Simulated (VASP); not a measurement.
# Ag (Fmmm) in VASP: further runs, part 2 of 2

VASP 6.6.1. Earlier steps stand in the parts before.

## Step 3: Single point, r2SCAN (strain +0.0375 x Voigt [0, 0, 0, 1, 0, 0])

POSCAR reads:

```
Ag
1.0
   -1.6556540000      1.6866975125      1.6866975125
    1.6556540000     -1.6246104875      1.6246104875
    1.6556540000      1.6246104875     -1.6246104875
Ag
1
Direct
    0.0000000000      0.0000000000      0.0000000000
```

INCAR.step1 reads:

```
SYSTEM = Ag
  ALGO = Normal
  EDIFF = 1E-4
  ENCUT = 520
  GGA = PE
  ISMEAR = 0
  LASPH = .True.
  LCHARG = .False.
  LREAL = .False.
  LWAVE = .True.
  NBANDS = 12
  NELM = 60
  PREC = Accurate
  SIGMA = 0.15
```

INCAR.step2 reads:

```
SYSTEM = Ag
  ALGO = Normal
  EDIFF = 1E-6
  ENCUT = 520
  ISIF = 2
  ISMEAR = 0
  ISTART = 1
  LASPH = .True.
  LCHARG = .False.
  LMIXTAU = .True.
  LREAL = .False.
  LWAVE = .False.
  METAGGA = R2SCAN
  NBANDS = 12
  NELM = 60
  PREC = Accurate
  SIGMA = 0.15
```

KPOINTS reads:

```
k-points
0
Gamma
  20 20 20
  0 0 0
```

Potentials or basis: VASP PAW PBE potentials, release 64 (Ag).

Command:

```sh
$ cat potpaw_PBE.64/Ag/POTCAR > POTCAR
$ cp INCAR.step1 INCAR
$ mpirun -np 1 vasp_std > vasp.out
$ cp INCAR.step2 INCAR
$ mpirun -np 1 vasp_std > vasp.out
```

OUTCAR:

```text
SYSTEM = Ag
   EDIFF = 1E-6
   ENCUT = 520
   ISIF = 2
   ISMEAR = 0
   ISTART = 1
   LASPH = .True.
   LREAL = .False.
   METAGGA = R2SCAN
   NELM = 60
   PREC = Accurate

 ion  position               nearest neighbor table
   1  0.000  0.000  0.000-

  LATTYP: Found a face centered orthorhombic cell.
 ALAT       =     3.3113080000
 B/A-ratio  =     1.3876970581
 C/A-ratio  =     1.4407300667

  Lattice vectors:

 A1 = (   0.0000000000,   3.3113080000,   0.0620870250)
 A2 = (   1.6556540000,   1.6866975125,   1.6866975125)
[... 532 lines left out ...]
      4       3.2157      2.00000
      5       3.6514      2.00000
      6       3.8552      2.00000
      7      22.9600      0.00000
      8      23.8349      0.00000
      9      26.7008      0.00000
     10      26.8702      0.00000
     11      29.5536      0.00000
     12      30.5743      0.00000

 [... further k-points ...]
[... 5 lines left out ...]
  --------------------------------------------------------------------------------------
  -------------------------------------------------------------------------------------
  Total       -0.3795522     -0.3835110     -0.3835110     -0.0000000     -0.1637150     -0.0000000
  in kB      -33.5093583    -33.8588613    -33.8588613     -0.0000000    -14.4538301     -0.0000000
  external PRESSURE =     -33.7423603 kB  Pullay stress =       0.0000000 kB

 VOLUME and BASIS-vectors are now :
 -----------------------------------------------------------------------------
  energy-cutoff  :      520.00
  volume of cell :       18.15
      direct lattice vectors                 reciprocal lattice vectors
    -1.655654000  1.686697513  1.686697513     0.000000000  0.296437266  0.296437266
     1.655654000 -1.624610488  1.624610488     0.301995465 -0.005664406  0.302101673
     1.655654000  1.624610488 -1.624610488     0.301995465  0.302101673 -0.005664406

 POSITION                                       TOTAL-FORCE (eV/Angst)
 -----------------------------------------------------------------------------------
      0.00000      0.00000      0.00000         0.000000     -0.000000     -0.000000
 -----------------------------------------------------------------------------------
    total drift:                                0.000000      0.000000      0.000000

  FREE ENERGIE OF THE ION-ELECTRON SYSTEM (eV)
  ---------------------------------------------------
  free  energy   TOTEN  =       -21.3128958515 eV

  energy  without entropy=      -21.3087079789  energy(sigma->0) =      -21.31080192
```

OUTCAR.step1:

```text
SYSTEM = Ag
   EDIFF = 1E-4
   ENCUT = 520
   GGA = PE
   ISMEAR = 0
   LASPH = .True.
[... 580 lines left out ...]
 -----------------------------------------------------------------------------------
      0.00000      0.00000      0.00000         0.000000     -0.000000      0.000000
 -----------------------------------------------------------------------------------
    total drift:                                0.000000      0.000000     -0.000000

  FREE ENERGIE OF THE ION-ELECTRON SYSTEM (eV)
  ---------------------------------------------------
  free  energy   TOTEN  =        -2.6818168067 eV

  energy  without entropy=       -2.6772952624  energy(sigma->0) =       -2.67955603
```

OSZICAR.step1:

```text
N       E                     dE             d eps       ncg     rms          rms(c)
DAV:   1     0.521060346254E+02    0.52106E+02   -0.54544E+03 28184   0.821E+02
DAV:   2    -0.208663261986E+01   -0.54193E+02   -0.51195E+02 32616   0.191E+02
DAV:   3    -0.291292611645E+01   -0.82629E+00   -0.82577E+00 32468   0.251E+01
DAV:   4    -0.291549438194E+01   -0.25683E-02   -0.25682E-02 31632   0.147E+00
DAV:   5    -0.291551553388E+01   -0.21152E-04   -0.21151E-04 31296   0.120E-01    0.444E+00
DAV:   6    -0.269002237203E+01    0.22549E+00   -0.93790E-01 30616   0.854E+00    0.300E+00
DAV:   7    -0.268420440018E+01    0.58180E-02   -0.60105E-03 31392   0.754E-01    0.173E+00
DAV:   8    -0.268180664607E+01    0.23978E-02   -0.72632E-04 31440   0.213E-01    0.671E-02
DAV:   9    -0.268181680668E+01   -0.10161E-04   -0.81744E-06 16044   0.240E-02
   1 F= -.26818168E+01 E0= -.26795560E+01  d E =-.452154E-02
```

Wall time 12 min (1 thread of Intel Xeon 8259CL, shared host); peak memory 0.35 GiB.

What came out:

```
Free energy            : -21.3129 eV
Pressure               : -3.4 GPa
Band gap on the k mesh : zero (an odd number of electrons rules out a gap without spin polarisation)
```

Stress tensor (GPa, compression positive):
```
-3.35  0.00  0.00
 0.00 -3.39 -1.45
 0.00 -1.45 -3.39
```

Caveat: the cell differs from its parent crystal (strain +0.0375 x Voigt [0, 0, 0, 1, 0, 0]); the cell stands under tension; the PAW data sets were made with another functional, which shifts forces and pressure a little.

## Step 4: Single point, r2SCAN (strain +0.0562 x Voigt [0, 0, 0, 1, 0, 0])

POSCAR reads:

```
Ag
1.0
   -1.6556540000      1.7021778774      1.7021778774
    1.6556540000     -1.6091301226      1.6091301226
    1.6556540000      1.6091301226     -1.6091301226
Ag
1
Direct
    0.0000000000      0.0000000000      0.0000000000
```

INCAR.step1 reads:

```
PREC = Accurate ; ENCUT = 520
ISMEAR = 0 ; SIGMA = 0.15
LREAL = False ; LASPH = True
NELM = 60 ; NBANDS = 12
GGA = PE ; ALGO = Normal
EDIFF = 1E-4 ; LWAVE = True
LCHARG = False
```

INCAR.step2 reads:

```
PREC = Accurate ; ENCUT = 520
EDIFF = 1E-6 ; ISMEAR = 0
SIGMA = 0.15 ; LREAL = False
LASPH = True ; NELM = 60
ALGO = Normal ; ISIF = 2
LWAVE = False ; LCHARG = True
METAGGA = R2SCAN ; LMIXTAU = True
LELF = True ; LVHAR = True
NBANDS = 12 ; ISTART = 1
```

KPOINTS reads:

```
Automatic mesh
0
Gamma
  20 20 20
```

Command:

```sh
$ cat potpaw_PBE.64/Ag/POTCAR > POTCAR
$ cp INCAR.step1 INCAR
$ mpirun -np 1 vasp_std > vasp.out
$ cp INCAR.step2 INCAR
$ mpirun -np 1 vasp_std > vasp.out
```

Wall time 8.9 min (1 thread of Intel Xeon Platinum 8259CL at 2.50GHz (Skylake/Cascade Lake), shared host); peak memory 0.35 GiB.

It converged, with:

| Quantity | Value |
| --- | --- |
| Free energy | -21.3092 eV |
| Pressure | -3.2 GPa |
| Band gap on the k mesh | zero (an odd number of electrons rules out a gap without spin polarisation) |

Stress tensor (GPa, compression positive):
```
-3.12  0.00  0.00
 0.00 -3.27 -2.26
 0.00 -2.26 -3.27
```

Levels at points of the mesh, in eV from the Fermi level:
| k point | band 1 | band 2 | band 3 | band 4 | band 5 | band 6 | band 7 | band 8 | band 9 | band 10 |
| --- | --- | --- | --- | --- | --- | --- | --- | --- | --- | --- |
| (0.00, 0.00, 0.00) | -7.54 | -5.31 | -5.11 | -4.87 | -3.86 | -3.84 | 17.79 | 18.44 | 18.87 | 23.18 |
| (0.50, 0.00, 0.00) | -6.44 | -5.93 | -3.83 | -3.64 | -3.03 | -0.21 | 3.29 | 13.95 | 14.94 | 20.22 |
| (0.00, 0.50, 0.00) | -6.41 | -5.81 | -3.90 | -3.76 | -2.94 | 0.12 | 3.89 | 13.19 | 14.94 | 19.47 |
| (0.00, 0.50, 0.50) | -6.41 | -5.70 | -3.97 | -3.89 | -2.81 | 0.47 | 4.50 | 13.29 | 14.01 | 19.41 |
| (0.50, 0.50, 0.50) | -6.41 | -6.38 | -3.33 | -3.16 | -2.98 | 6.94 | 7.00 | 7.12 | 12.42 | 13.34 |

Caveat: the cell differs from its parent crystal (strain +0.0562 x Voigt [0, 0, 0, 1, 0, 0]); the cell stands under tension; the PAW data sets were made with another functional, which shifts forces and pressure a little.

## Step 5: Single point, r2SCAN (strain +0.0187 x Voigt [0, 0, 0, 1, 0, 0])

POSCAR reads:

```
Ag
1.0
   -1.6556540000      1.6711343649      1.6711343649
    1.6556540000     -1.6401736351      1.6401736351
    1.6556540000      1.6401736351     -1.6401736351
Ag
1
Direct
    0.0000000000      0.0000000000      0.0000000000
```

INCAR.step1 reads:

```
SYSTEM = Ag
ALGO     = Normal         ! electronic algorithm
EDIFF    = 1E-4           ! SCF threshold, eV
ENCUT    = 520            ! plane-wave cutoff, eV
GGA      = PE             ! functional
ISMEAR   = 0              ! smearing method
LASPH    = .TRUE.         ! aspherical terms in the spheres
LCHARG   = .FALSE.        ! write CHGCAR
LREAL    = .FALSE.        ! projectors in reciprocal space
LWAVE    = .TRUE.         ! write WAVECAR
NBANDS   = 12             ! bands
NELM     = 100            ! most SCF steps
PREC     = Accurate       ! precision mode
SIGMA    = 0.15           ! smearing width, eV
```

INCAR.step2 reads:

```
SYSTEM = Ag
ALGO     = Normal         ! electronic algorithm
EDIFF    = 1E-6           ! SCF threshold, eV
ENCUT    = 520            ! plane-wave cutoff, eV
ISIF     = 2              ! what is computed and relaxed
ISMEAR   = 0              ! smearing method
ISTART   = 1            
LASPH    = .TRUE.         ! aspherical terms in the spheres
LCHARG   = .FALSE.        ! write CHGCAR
LMIXTAU  = .TRUE.       
LREAL    = .FALSE.        ! projectors in reciprocal space
LWAVE    = .FALSE.        ! write WAVECAR
METAGGA  = R2SCAN         ! meta-GGA
NBANDS   = 12             ! bands
NELM     = 100            ! most SCF steps
PREC     = Accurate       ! precision mode
SIGMA    = 0.15           ! smearing width, eV
```

KPOINTS reads:

```
k-points
0
G
  20 20 20
  0 0 0
```

Command:

```sh
$ cat potpaw_PBE.64/Ag/POTCAR > POTCAR
$ cp INCAR.step1 INCAR
$ mpirun -np 1 vasp_std > vasp.out
$ cp INCAR.step2 INCAR
$ mpirun -np 1 vasp_std > vasp.out
```

Wall time 8.3 min (1 thread of Intel Xeon Platinum 8259CL at 2.50GHz (Skylake/Cascade Lake), shared host); peak memory 0.35 GiB.

The run converged. Its results:

```
Free energy            : -21.3151 eV
Pressure               : -3.4 GPa
Band gap on the k mesh : zero (an odd number of electrons rules out a gap without spin polarisation)
```

Stress tensor (GPa, compression positive):
```
-3.45  0.00  0.00
 0.00 -3.45 -0.71
 0.00 -0.71 -3.45
```

Levels at points of the mesh, in eV from the Fermi level:
```
           k point  band 1  band 2  band 3  band 4  band 5  band 6  band 7  band 8  band 9  band 10
(0.00, 0.00, 0.00)   -7.52   -5.14   -5.07   -4.99   -3.84   -3.84   18.24   18.43   18.60    23.64
(0.50, 0.00, 0.00)   -6.39   -5.82   -3.87   -3.70   -2.95    0.02    3.69   13.73   14.64    19.95
(0.00, 0.50, 0.00)   -6.39   -5.78   -3.89   -3.74   -2.91    0.13    3.89   13.55   14.55    19.77
(0.00, 0.50, 0.50)   -6.38   -5.74   -3.92   -3.78   -2.88    0.24    4.09   13.51   14.33    19.68
(0.50, 0.50, 0.50)   -6.37   -6.37   -3.20   -3.14   -3.08    6.99    7.02    7.05   12.39    13.34
```

Caveat: the cell differs from its parent crystal (strain +0.0187 x Voigt [0, 0, 0, 1, 0, 0]); the cell stands under tension; the PAW data sets were made with another functional, which shifts forces and pressure a little.

## Step 6: Overview

| cell | gap on the mesh (eV) | pressure (GPa) |
| --- | --- | --- |
| a = 2.796, b = 2.940, c = 2.940 Å, angles 111.4, 109.5, 109.5°, 1 atom | none | -3.0 |
| a = 2.904, b = 2.832, c = 2.832 Å, angles 108.4, 109.5, 109.5°, 1 atom | none | -3.4 |
| a = 2.922, b = 2.814, c = 2.814 Å, angles 107.9, 109.5, 109.5°, 1 atom | none | -3.2 |
| a = 2.886, b = 2.850, c = 2.850 Å, angles 109.0, 109.5, 109.5°, 1 atom | none | -3.4 |

Alike in all rows: task single point; level r2SCAN; potentials or basis VASP PAW PBE potentials, release 64 (Ag); no spin polarisation; k mesh 20 × 20 × 20; cutoff (eV) 520; smearing gaussian 0.15 eV.

Caveats: the PAW data sets were made with another functional, which shifts forces and pressure a little; the cell stands under tension (at least some runs).

Total energies depend on the potentials used, so only differences within one code and one set of settings carry meaning.
